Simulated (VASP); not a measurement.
HC4, 20 atoms in the cell. The cell holds a slab with vacuum, 20 atoms: a = 5.049 Å, b = 5.049 Å, c = 16.676 Å, α = 90.00°, β = 90.00°, γ = 60.00°. 

```yaml
Program: VASP 6.6.1
Task: single point
Functional: PBEsol
Potentials_or_basis: VASP PAW PBE potentials, release 64 (H, C)
Cutoff: 520 eV
k_mesh: 2 × 2 × 1
Occupations: fermi-dirac, width 0.05 eV
Spin: no spin polarisation
Dipole_correction: no
Further_INCAR_settings: LREAL = Auto; ALGO = Normal; EDIFF = 1e-07; NBANDS = 50
```

Potentials or basis: VASP PAW PBE potentials, release 64 (H, C).

Launch:

```sh
$ cat potpaw_PBE.64/H/POTCAR potpaw_PBE.64/C/POTCAR > POTCAR
$ mpirun -np 1 vasp_std > vasp.out
```

Hardware: 1 thread of Intel(R) Xeon(R) 6975P-C (Granite Rapids), on a shared host.

Problem. How long does it take, and how much memory?

Solution. Wall time 2.7 min on 1 thread of Intel(R) Xeon(R) 6975P-C (Granite Rapids), on a shared host, peak memory 0.47 GiB. Counts: scf iterations 32, k points 4.
